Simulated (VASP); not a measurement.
# TiO2 (R-3m) in VASP: further runs

Runs on TiO2. Level: PBE+D3(BJ)+U. Tasks: single point.

Everything below comes from runs of VASP 6.6.1. Logs are shortened: lines on timing, memory, paths and dates and some standing lists are left out, and cuts for length are marked.

**1. The cell of the first run**

It takes space group R-3m (No. 166, trigonal). The conventional cell has a = 3.008 Å, b = 3.008 Å, c = 14.659 Å, α = 90.00°, β = 90.00°, γ = 120.00°. Within 2.6 Å of Ti (site symmetry -3m) lie 6 O at 1.98 Å. Within 2.6 Å of O (site symmetry 3m) lie 3 Ti at 1.98 Å and 3 O at 2.58 Å.

**2. Single point, PBE+D3(BJ)+U**

INCAR reads:

```
PREC = Accurate
ENCUT = 520
EDIFF = 1E-6
ISMEAR = 0
SIGMA = 0.02
LREAL = False
LASPH = True
NELM = 150
ALGO = Normal
ISIF = 2
LWAVE = False
LCHARG = False
LMAXMIX = 4
LDAU = True
LDAUTYPE = 2
LDAUL = 2 -1
LDAUU = 4 0
LDAUJ = 0 0
LDAUPRINT = 1
GGA = PE
IVDW = 12
NBANDS = 19
```

KPOINTS reads:

```
Automatic mesh
0
Gamma
  12 12 12
```

POSCAR reads:

```
TiO2
1.0
    1.5040368431      0.8683560762      4.8863028513
   -1.5040368431      0.8683560762      4.8863028513
    0.0000000000     -1.7367121525      4.8863028513
Ti O
1 2
Direct
    0.0000000000      0.0000000000      0.0000000000
    0.6016535052      0.6016535052      0.6016535052
    0.3983464948      0.3983464948      0.3983464948
```

Potentials or basis: VASP PAW PBE potentials, release 64 (Ti_sv, O).

Started as:

```
> cat potpaw_PBE.64/Ti_sv/POTCAR potpaw_PBE.64/O/POTCAR > POTCAR
> mpirun -np 1 vasp_std > vasp.out
```

OUTCAR:

```text
PREC = Accurate
   ENCUT = 520
   EDIFF = 1E-6
   ISMEAR = 0
   LREAL = False
   LASPH = True
   NELM = 150
   ISIF = 2
   GGA = PE
   IVDW = 12
 IVDW          = 12

 ion  position               nearest neighbor table
   1  0.000  0.000  0.000-   2 1.98   3 1.98   2 1.98   2 1.98   3 1.98   3 1.98
   2  0.602  0.602  0.602-   1 1.98   1 1.98   1 1.98
   3  0.398  0.398  0.398-   1 1.98   1 1.98   1 1.98

  LATTYP: Found a trigonal (rhomboedric) cell.
 ALAT       =     5.1857617237
 COS(alpha) =     0.8317628782

  Lattice vectors:

 A1 = (   1.5040368431,   0.8683560762,   4.8863028513)
 A2 = (  -1.5040368431,   0.8683560762,   4.8863028513)
 A3 = (   0.0000000000,  -1.7367121525,   4.8863028513)

Analysis of symmetry for initial positions (statically):
=====================================================================
 Subroutine PRICEL returns:
 Original cell was already a primitive cell.

 Routine SETGRP: Setting up the symmetry group for a
 trigonal (rhombohedral) supercell.

 Subroutine GETGRP returns: Found 12 space group operations
 (whereof 12 operations were pure point group operations)
 out of a pool of 12 trial point group operations.

The static configuration has the point symmetry D_3d.

Analysis of symmetry for dynamics (positions and initial velocities):
=====================================================================
 Subroutine PRICEL returns:
 Original cell was already a primitive cell.

 Routine SETGRP: Setting up the symmetry group for a
 trigonal (rhombohedral) supercell.

 Subroutine GETGRP returns: Found 12 space group operations
 (whereof 12 operations were pure point group operations)
 out of a pool of 12 trial point group operations.

The dynamic configuration has the point symmetry D_3d.

 Subroutine INISYM returns: Found 12 space group operations
 (whereof 12 operations are pure point group operations),
 and found     1 'primitive' translations

----------------------------------------------------------------------------------------

                                     Primitive cell

  volume of cell :      38.2902

  direct lattice vectors                    reciprocal lattice vectors
     1.504036843  0.868356076  4.886302851     0.332438665  0.191933553  0.068217903
    -1.504036843  0.868356076  4.886302851    -0.332438665  0.191933553  0.068217903
     0.000000000 -1.736712152  4.886302851     0.000000000 -0.383867105  0.068217903

  length of vectors
     5.185761724  5.185761724  5.185761724     0.389881568  0.389881568  0.389881568

  position of ions in fractional coordinates (direct lattice)
     0.000000000  0.000000000  0.000000000
     0.601653505  0.601653505  0.601653505
     0.398346495  0.398346495  0.398346495

  ion indices of the primitive-cell ions
   primitive index   ion index
                 1           1
                 2           2
                 3           3

----------------------------------------------------------------------------------------

 KPOINTS: Automatic mesh

Automatic generation of k-mesh.
 Grid dimensions read from file:
 generate k-points for:   12   12   12

 Generating k-lattice:

  Cartesian coordinates                     Fractional coordinates (reciprocal lattice)
     0.027703222  0.015994463  0.005684825     0.083333333 -0.000000000 -0.000000000
    -0.027703222  0.015994463  0.005684825    -0.000000000  0.083333333 -0.000000000
     0.000000000 -0.031988925  0.005684825    -0.000000000 -0.000000000  0.083333333

  Length of vectors
     0.032490131  0.032490131  0.032490131

  Shift w.r.t. Gamma in fractional coordinates (k-lattice)
[... 41 lines left out ...]
   NGXF,Y,Z  is equivalent  to a cutoff of  25.65, 25.65, 25.65 a.u.
 SYSTEM =  unknown system
   PREC   = accura    normal or accurate (medium, high low for compatibility)
   ISTART =      0    job   : 0-new  1-cont  2-samecut
   ICHARG =      2    charge: 1-file 2-atom 10-const
   ISPIN  =      1    spin polarized calculation?
   LNONCOLLINEAR =      F non collinear calculations
   LSORBIT =      F    spin-orbit coupling
   LASPH  =      T    aspherical Exc in radial PAW
   ENCUT  =  520.0 eV  38.22 Ry    6.18 a.u.   9.64  9.64  9.64*2*pi/ulx,y,z
   NELM   =    150;   NELMIN=  2; NELMDL= -5     # of ELM steps
   EDIFF  = 0.1E-05   stopping-criterion for ELM
   LREAL  =      F    real-space projection
   EDIFFG = 0.1E-04   stopping-criterion for IOM
   NSW    =      0    number of steps for IOM
   IBRION =     -1    ionic relax: 0-MD 1-quasi-New 2-CG
   NFREE  =      0    steps in history (QN), initial steepest desc. (CG)
   ISIF   =      2    stress and relaxation
   ISYM   =      2    0-nonsym 1-usesym 2-fastsym
   POTIM  = 0.5000    time-step for ionic-motion
   TEBEG  =    0.0;   TEEND  =   0.0 temperature during run
   PSTRESS=    0.0 pullay stress
   NELECT =      24.0000    total number of electrons
   NUPDOWN=      -1.0000    fix difference up-down
   EMIN   =  10.00;   EMAX   =-10.00  energy-range for DOS
   EFERMI =   0.00;   METHOD = LEGACY
   ISMEAR =     0;   SIGMA  =   0.02  broadening in eV -4-tet -1-fermi 0-gaus
   EFERMI_NEDOS =   21; number of points for ismear=-14 and -15
   IALGO  =     38    algorithm
   IMIX   =      4    mixing-type and parameters
     AMIX     =   0.40;   BMIX     =  1.00
     AMIX_MAG =   1.60;   BMIX_MAG =  1.00
  volume/ion in A,a.u.               =      12.76        86.13
  Fermi-wavevector in a.u.,A,eV,Ry     =   1.401036  2.647574 26.706897  1.962902
  Thomas-Fermi vector in A             =   2.523937
   LORBIT       =      0    0 simple, 1 ext, 2 COOP (PROOUT), +10 PAW based schemes
 LDA+U is selected, type is set to LDAUTYPE =  2
   angular momentum for each species LDAUL =     2   -1
   U (eV)           for each species LDAUU =   4.0  0.0
   J (eV)           for each species LDAUJ =   0.0  0.0
   GGA     = PE    functional components
   LHFCALC =     F    Hartree Fock is set to
   AEXX    =    0.0000 exact exchange contribution
   IVDW    =    12    specifies the selected vdW correction
   LEPSILON=     F    determine dielectric tensor
   LRPA    =     F    only Hartree local field effects (RPA)
 non-spin polarized calculation
 Gauss-broadening in eV      SIGMA  =   0.02
  energy-cutoff  :      520.00
  volume of cell :       38.29
 maximum number of plane-waves:      1054
   NGX = 19   NGY = 19   NGZ = 19

atom =   1  type =  1  l = 2

 onsite density matrix

spin component  1

  0.1761  0.0000 -0.0000 -0.0872 -0.0000
  0.0000  0.1859  0.0000 -0.0000 -0.0872
 -0.0000  0.0000  0.0918  0.0000 -0.0000
 -0.0872 -0.0000  0.0000  0.1859 -0.0000
 -0.0000 -0.0872 -0.0000 -0.0000  0.1761

spin component  2

  0.1761  0.0000 -0.0000 -0.0872 -0.0000
  0.0000  0.1859  0.0000 -0.0000 -0.0872
 -0.0000  0.0000  0.0918  0.0000 -0.0000
 -0.0872 -0.0000  0.0000  0.1859 -0.0000
 -0.0000 -0.0872 -0.0000 -0.0000  0.1761

 occupancies and eigenvectors

  o =  0.0918  v =  0.0000 -0.0000 -1.0000  0.0000 -0.0000  0.0000  0.0000  0.0000  0.0000  0.0000      0.0000  0.0000  0.0000  0.0000  0.0000  0.0000  0.0000  0.0000  0.0000  0.0000
  o =  0.0918  v =  0.0000  0.0000  0.0000  0.0000  0.0000  0.0000 -0.0000 -1.0000  0.0000 -0.0000      0.0000  0.0000  0.0000  0.0000  0.0000  0.0000  0.0000  0.0000  0.0000  0.0000
  o =  0.0937  v =  0.0000  0.0000  0.0000  0.0000  0.0000 -0.7268  0.0000 -0.0000 -0.6868 -0.0000      0.0000  0.0000  0.0000  0.0000  0.0000  0.0000  0.0000  0.0000  0.0000  0.0000
  o =  0.0937  v = -0.7268  0.0000 -0.0000 -0.6868 -0.0000  0.0000  0.0000  0.0000  0.0000  0.0000      0.0000  0.0000  0.0000  0.0000  0.0000  0.0000  0.0000  0.0000  0.0000  0.0000
  o =  0.0937  v =  0.0000 -0.6868  0.0000  0.0000 -0.7268  0.0000  0.0000  0.0000  0.0000  0.0000      0.0000  0.0000  0.0000  0.0000  0.0000  0.0000  0.0000  0.0000  0.0000  0.0000
  o =  0.0937  v =  0.0000  0.0000  0.0000  0.0000  0.0000  0.0000 -0.6868  0.0000  0.0000 -0.7268      0.0000  0.0000  0.0000  0.0000  0.0000  0.0000  0.0000  0.0000  0.0000  0.0000
  o =  0.2683  v =  0.0000  0.7268  0.0000  0.0000 -0.6868  0.0000  0.0000  0.0000  0.0000  0.0000      0.0000  0.0000  0.0000  0.0000  0.0000  0.0000  0.0000  0.0000  0.0000  0.0000
  o =  0.2683  v =  0.0000  0.0000  0.0000  0.0000  0.0000  0.0000  0.7268  0.0000  0.0000 -0.6868      0.0000  0.0000  0.0000  0.0000  0.0000  0.0000  0.0000  0.0000  0.0000  0.0000
  o =  0.2683  v = -0.6868  0.0000  0.0000  0.7268  0.0000  0.0000  0.0000  0.0000  0.0000  0.0000      0.0000  0.0000  0.0000  0.0000  0.0000  0.0000  0.0000  0.0000  0.0000  0.0000
  o =  0.2683  v =  0.0000  0.0000  0.0000  0.0000  0.0000 -0.6868  0.0000  0.0000  0.7268  0.0000      0.0000  0.0000  0.0000  0.0000  0.0000  0.0000  0.0000  0.0000  0.0000  0.0000

 number of electron      24.0000004 magnetization

 Free energy of the ion-electron system (eV)
  ---------------------------------------------------
  ext. energy  EPLUGINS =         0.00000000
  ---------------------------------------------------
  free energy    TOTEN  =       -23.77373224 eV

  energy without entropy =      -23.77373224  energy(sigma->0) =      -23.77373224

 E-fermi :   2.6762     XC(G=0):  -9.9459

 val. band max:        2.4415798435   @ k =  -0.1667   0.0833  -0.0000
 cond. band min:       5.4378995229   @ k =   0.0000   0.0000   0.0000
 fundamental gap:      2.9963196794
 Fermi energy:         2.6761644687

 k-point     1 :       0.0000    0.0000    0.0000
  band No.  band energies     occupation
      1     -55.1975      2.00000
      2     -31.4256      2.00000
      3     -31.1455      2.00000
      4     -31.1455      2.00000
      5     -15.3872      2.00000
      6     -13.4636      2.00000
[... 505 lines left out ...]
      6     -13.8559      2.00000
[... 11 lines left out ...]
     18      14.6465      0.00000
     19      14.9913      0.00000

 [... further k-points ...]

------------------------ aborting loop because EDIFF is reached ----------------------------------------

 Edisp (eV)   -0.58177

 E8    (eV) :    -0.2262

  FORCE on cell =-STRESS in cart. coord.  units (eV):
  Direction    XX          YY          ZZ          XY          YZ          ZX
  --------------------------------------------------------------------------------------
  -------------------------------------------------------------------------------------
  Total       0.93072     0.93072     0.70303     0.00000    -0.00000     0.00000
  in kB      38.94405    38.94405    29.41667     0.00000    -0.00000     0.00000
  external pressure =       35.77 kB  Pullay stress =        0.00 kB

 VOLUME and BASIS-vectors are now :
 -----------------------------------------------------------------------------
  energy-cutoff  :      520.00
  volume of cell :       38.29
      direct lattice vectors                 reciprocal lattice vectors
     1.504036843  0.868356076  4.886302851     0.332438665  0.191933553  0.068217903
    -1.504036843  0.868356076  4.886302851    -0.332438665  0.191933553  0.068217903
     0.000000000 -1.736712152  4.886302851     0.000000000 -0.383867105  0.068217903

 POSITION                                       TOTAL-FORCE (eV/Angst)
 -----------------------------------------------------------------------------------
      0.00000      0.00000      0.00000         0.000000      0.000000      0.000000
      0.00000     -0.00000      8.81958        -0.000000      0.000000     -0.393165
      0.00000     -0.00000      5.83932        -0.000000     -0.000000      0.393165
 -----------------------------------------------------------------------------------
    total drift:                                0.000000      0.000000     -0.000000

  FREE ENERGIE OF THE ION-ELECTRON SYSTEM (eV)
  ---------------------------------------------------
  free  energy   TOTEN  =       -24.3555033862 eV

  energy  without entropy=      -24.3555033862  energy(sigma->0) =      -24.35550339
```

Run time: 2.4 min. Hardware: 1 thread of AMD EPYC 9R45 (Zen 5), shared host; peak memory 0.3 GiB.

Results:

* Free energy: -24.3555 eV
* Pressure: 3.6 GPa
* Largest force: 0.393 eV/Å
* Band gap on the k mesh: 3.00 eV, indirect (least direct gap 3.32 eV)
* Dispersion energy per atom: -0.194 eV

Forces on the atoms (eV/Å):
```
Ti   0.000  0.000  0.000
O    0.000  0.000 -0.393
O    0.000  0.000  0.393
```

Eigenvalues of the final occupation matrices:
```csv
site,spin,trace,eigenvalues
site 1 d,1,0.82,0.09 0.09 0.09 0.27 0.27
site 1 d,2,0.82,0.09 0.09 0.09 0.27 0.27
```

**3. Single point, PBE+D3(BJ)+U**

INCAR reads:

```
PREC = Accurate
ENCUT = 520
EDIFF = 1E-7
ISMEAR = 0
SIGMA = 0.05
LREAL = F
LASPH = T
NELM = 150
ALGO = Normal
ISIF = 2
LWAVE = F
LCHARG = F
LMAXMIX = 4
LDAU = T
LDAUTYPE = 2
LDAUL = 2 -1
LDAUU = 4 0
LDAUJ = 0 0
LDAUPRINT = 1
GGA = PE
IVDW = 12
NBANDS = 19
```

KPOINTS reads:

```
regular mesh
0
Gamma
  12 12 12
```

POSCAR is that of step 2.

Potentials or basis: VASP PAW PBE potentials, release 64 (Ti_sv, O).

Started as:

```
> cat potpaw_PBE.64/Ti_sv/POTCAR potpaw_PBE.64/O/POTCAR > POTCAR
> mpirun -np 1 vasp_std > vasp.out
```

Run time: 2.8 min. Hardware: 1 thread of AMD EPYC 9R45 (Zen 5), shared host; peak memory 0.3 GiB.

The run converged. Its results:

```
Free energy                : -24.3555 eV
Pressure                   : 3.6 GPa
Largest force              : 0.393 eV/Å
Band gap on the k mesh     : 3.00 eV, indirect (least direct gap 3.32 eV)
Dispersion energy per atom : -0.194 eV
```

Forces on the atoms (eV/Å):
```
Ti   0.000  0.000  0.000
O    0.000  0.000 -0.393
O    0.000  0.000  0.393
```

Stress tensor (GPa, compression positive):
```
3.93 0.00 0.00
0.00 3.93 0.00
0.00 0.00 2.98
```

Levels at points of the mesh, in eV from the valence-band top:
```csv
k point,band 8,band 9,band 10,band 11,band 12,band 13,band 14,band 15,band 16,band 17
"(0.00, 0.00, 0.00)",-3.88,-3.88,-0.57,-0.57,-0.38,3.00,3.00,4.53,6.61,6.61
"(0.50, 0.00, 0.00)",-3.03,-2.95,-1.63,-1.60,-1.12,3.17,4.01,4.02,6.00,6.43
"(0.50, 0.50, 0.00)",-2.98,-2.97,-2.03,-1.67,-0.69,3.17,4.00,4.01,5.85,6.48
"(0.50, 0.50, 0.50)",-3.90,-3.36,-1.45,-0.51,-0.51,3.00,3.00,4.64,6.56,6.56
```

Eigenvalues of the final occupation matrices:
```
    site  spin  trace               eigenvalues
site 1 d     1   0.82  0.09 0.09 0.09 0.27 0.27
site 1 d     2   0.82  0.09 0.09 0.09 0.27 0.27
```

A k mesh can miss the band edges.

**4. Single point, PBE+D3(BJ)+U**

This run uses another cell than the first one: it holds 6 atoms, not 3.

INCAR reads:

```
PREC = Accurate ; ENCUT = 520
EDIFF = 1E-6 ; ISMEAR = 0
SIGMA = 0.05 ; LREAL = F
LASPH = T ; NELM = 150
ALGO = Normal ; ISIF = 2
LWAVE = F ; LCHARG = F
LMAXMIX = 4 ; LDAU = T
LDAUTYPE = 2 ; LDAUL = 2 -1
LDAUU = 4 0 ; LDAUJ = 0 0
LDAUPRINT = 1 ; GGA = PE
IVDW = 12 ; NBANDS = 33
```

KPOINTS reads:

```
regular mesh
0
Gamma
  8 6 6
```

POSCAR reads:

```
TiO2
1.0
    1.5040368431     -2.6050682287      0.0000000000
    1.5040368431      0.8683560762      4.8863028513
   -4.5121105293     -2.6050682287      0.0000000000
Ti O
2 4
Direct
    0.5000000000      0.0000000000      0.5000000000
    0.0000000000      0.0000000000      0.0000000000
    0.5000000000      0.8049605156      0.1016535052
    0.0000000000      0.8049605156      0.6016535052
    0.5000000000      0.1950394844      0.8983464948
    0.0000000000      0.1950394844      0.3983464948
```

Started as:

```
> cat potpaw_PBE.64/Ti_sv/POTCAR potpaw_PBE.64/O/POTCAR > POTCAR
> mpirun -np 1 vasp_std > vasp.out
```

Wall time 1.8 min (1 thread of AMD EPYC 9R45 (Zen 5), shared host); peak memory 0.29 GiB.

The run converged. Its results:

| Property | Result |
| --- | --- |
| Free energy | -48.7109 eV |
| Pressure | 3.6 GPa |
| Largest force | 0.394 eV/Å |
| Band gap on the k mesh | 2.99 eV |
| Dispersion energy per atom | -0.194 eV |

Forces in eV/Å, atoms in the order of the input:
```
Ti   0.000  0.000  0.000
Ti   0.000  0.000  0.000
O    0.000  0.000 -0.394
O    0.000  0.000 -0.394
O    0.000  0.000  0.394
O    0.000  0.000  0.394
```

Stress tensor (GPa, compression positive):
```
3.91 0.00 0.00
0.00 3.91 0.00
0.00 0.00 2.92
```

Levels at points of the mesh, in eV from the valence-band top:
| k point | band 22 | band 23 | band 24 | band 25 | band 26 | band 27 |
| --- | --- | --- | --- | --- | --- | --- |
| (0.00, 0.00, 0.00) | -0.58 | -0.58 | -0.39 | 2.99 | 2.99 | 3.16 |
| (0.50, 0.00, 0.00) | -2.03 | -0.61 | -0.61 | 3.38 | 3.38 | 4.00 |
| (0.00, 0.50, 0.00) | -1.13 | -0.52 | -0.52 | 2.99 | 2.99 | 3.16 |
| (0.50, 0.50, 0.00) | -1.56 | -0.99 | -0.99 | 3.45 | 3.45 | 4.04 |
| (0.00, 0.00, 0.50) | -1.34 | -0.14 | -0.14 | 3.29 | 3.29 | 3.81 |
| (0.50, 0.00, 0.50) | -1.62 | -1.13 | -1.13 | 3.16 | 3.16 | 4.00 |
| (0.00, 0.50, 0.50) | -1.28 | -0.47 | -0.47 | 3.28 | 3.28 | 3.81 |
| (0.50, 0.50, 0.50) | -1.68 | -0.70 | -0.70 | 3.16 | 3.16 | 3.99 |

Eigenvalues of the final occupation matrices:
| site | spin | trace | eigenvalues |
| --- | --- | --- | --- |
| site 1 d | 1 | 0.82 | 0.09 0.09 0.09 0.27 0.27 |
| site 1 d | 2 | 0.82 | 0.09 0.09 0.09 0.27 0.27 |
| site 2 d | 1 | 0.82 | 0.09 0.09 0.09 0.27 0.27 |
| site 2 d | 2 | 0.82 | 0.09 0.09 0.09 0.27 0.27 |

**5. Summary**

| cell | k mesh | smearing | gap on the mesh (eV) | pressure (GPa) | largest force (eV/Å) |
| --- | --- | --- | --- | --- | --- |
| a = 5.186 Å, angles 33.7°, 3 atoms | 12 × 12 × 12 | gaussian 0.02 eV | 3.00 | 3.6 | 0.39 |
| a = 5.186 Å, angles 33.7°, 3 atoms | 12 × 12 × 12 | gaussian 0.05 eV | 3.00 | 3.6 | 0.39 |
| a = 3.008, b = 5.186, c = 5.210 Å, angles 109.6, 90.0, 90.0°, 6 atoms | 8 × 6 × 6 | gaussian 0.05 eV | 2.99 | 3.6 | 0.39 |

Alike in all rows: task single point; level PBE+D3(BJ)+U; potentials or basis VASP PAW PBE potentials, release 64 (Ti_sv, O); no spin polarisation; Ti d U = 4.0 eV; cutoff (eV) 520.

Absolute energies hang on the potentials; compare differences alone.
